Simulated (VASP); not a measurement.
# Sb: single point with PBEsol

Crystal: Sb.

```
CELL_PARAMETERS angstrom
2.15060 1.24165 3.80016
-2.15060 1.24165 3.80016
0.00000 -2.48330 3.80016
ATOMIC_POSITIONS crystal
Sb 0.23364 0.23364 0.23364
Sb 0.76636 0.76636 0.76636
```

This cell differs from its parent crystal: strain +0.000 along x and y, +0.015 along z.

```json
{"Program": "VASP 6.6.1", "Task": "single point", "Functional": "PBEsol", "Potentials or basis": "VASP PAW PBE potentials, release 64 (Sb)", "Cutoff": "520 eV", "k mesh": "12 × 12 × 12", "Occupations": "gaussian, width 0.15 eV", "Spin": "no spin polarisation"}
```

The pressure is -0.2 GPa and the largest force is 0.122 eV/Å. The band gap on the k mesh is zero (band 5 reaches 7.09 eV, above the bottom of band 6 at 6.80 eV).

Forces in eV/Å, atoms in the order of the input:
```
Sb   0.000  0.000  0.122
Sb   0.000  0.000 -0.122
```

Stress tensor (GPa, compression positive):
```
 0.14  0.00  0.00
 0.00  0.14  0.00
 0.00  0.00 -0.81
```

Levels at points of the mesh, in eV from the Fermi level:
```
           k point  band 3  band 4  band 5  band 6  band 7  band 8
(0.00, 0.00, 0.00)   -2.12   -1.71   -1.71    2.06    2.69    2.69
(0.50, 0.00, 0.00)   -1.90   -1.86   -0.26   -0.23    0.10    0.54
(0.50, 0.50, 0.00)   -5.39   -3.74   -3.57    1.52    4.88    5.48
(0.50, 0.50, 0.50)   -1.23   -1.23   -0.43    0.21    0.21    1.18
```

Run time: 3 min on 1 thread of Intel Xeon 8259CL, with other jobs on the host, peak memory 0.28 GiB.

Caveat: the cell differs from its parent crystal (strain +0.000 along x and y, +0.015 along z); the PAW data sets were made with another functional, which shifts forces and pressure a little; spin-orbit coupling is left out, which moves the levels of the heavy elements.
